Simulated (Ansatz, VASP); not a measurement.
## One calculation of Al, two programs

```
Al
1.0
     0.00000    1.99020    1.99020
     1.99020    0.00000    1.99020
     1.99020    1.99020    0.00000
Al
1
Direct
  0.00000 0.00000 0.00000
```

Alike in both runs: task single point; functional HSE06; k mesh 8 × 8 × 8; occupations fermi-dirac, width 0.02 eV; no spin polarisation.

|  | VASP | Ansatz |
| --- | --- | --- |
| version | VASP 6.6.1 | Ansatz 0.2.0 |
| potentials or method | VASP PAW PBE potentials, release 64 (Al) | plane waves, PAW |
| plane-wave cutoff (eV) | 520 | 420 |
| valence electrons in the cell | 3 | 3 |

VASP gave:

| Item | Value |
| --- | --- |
| pressure (GPa) | 3.4 |

Question: Estimate Ansatz's values.

Answer: Pressure (GPa): 3.3.

Ansatz's warnings: filled band counts differ across k points, stress exchange threshold loose, stress scf threshold loose.
